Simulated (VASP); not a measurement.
Wanted: the native input for a VASP 6.6.1 run.

| Property | Result |
| --- | --- |
| Task | single point |
| Functional | PBE |
| Potentials or basis | VASP PAW PBE potentials, release 64 (Na_pv, Se, Sc_sv) |
| Cutoff | 520 eV |
| k mesh | 6 × 6 × 2 |
| Occupations | gaussian, width 0.01 eV |
| Spin | no spin polarisation |
| Dipole correction | no |
| Further INCAR settings | ALGO = Normal; EDIFF = 1e-06; NBANDS = 40 |

The structure of NaScSe2 lies in POSCAR:

```
NaScSe2
1.0
    3.9307896942      0.0000000000      0.0000000000
    0.0000000000      3.9307896942      0.0000000000
    0.0000000000      0.0000000000     11.4607716832
Na Se Sc
2 4 2
Direct
    0.5000000000      0.0000000000      0.8880275789
    0.0000000000      0.5000000000      0.1119724211
    0.5000000000      0.0000000000      0.1513099164
    0.0000000000      0.5000000000      0.3944215366
    0.5000000000      0.0000000000      0.6055784634
    0.0000000000      0.5000000000      0.8486900836
    0.5000000000      0.0000000000      0.3611484998
    0.0000000000      0.5000000000      0.6388515002
```

These files were run (other wordings do the same):

INCAR

```
ALGO     = Normal         # electronic algorithm
EDIFF    = 1E-6           # SCF threshold, eV
ENCUT    = 520            # plane-wave cutoff, eV
GGA      = PE             # functional
ISIF     = 2              # what is computed and relaxed
ISMEAR   = 0              # smearing method
LASPH    = True           # aspherical terms in the spheres
LCHARG   = True           # write CHGCAR
LELF     = True           # ELF
LREAL    = False          # projectors in reciprocal space
LVHAR    = True         
LWAVE    = False          # write WAVECAR
NBANDS   = 40             # bands
NELM     = 100            # most SCF steps
PREC     = Accurate       # precision mode
SIGMA    = 0.01           # smearing width, eV
```

KPOINTS

```
k-points
0
Gamma
  6 6 2
```

Potentials or basis: VASP PAW PBE potentials, release 64 (Na_pv, Se, Sc_sv).

Launch:

```sh
$ cat potpaw_PBE.64/Na_pv/POTCAR potpaw_PBE.64/Se/POTCAR potpaw_PBE.64/Sc_sv/POTCAR > POTCAR
$ mpirun -np 1 vasp_std > vasp.out
```

Results of the run:

- Pressure: 3.9 GPa
- Largest force: 0.528 eV/Å
- Band gap on the k mesh: 0.10 eV

Caveat: the cell stands under pressure.

Wall time 4.4 min on 1 thread of Intel Xeon 8259CL, with other jobs on the host, peak memory 0.34 GiB.
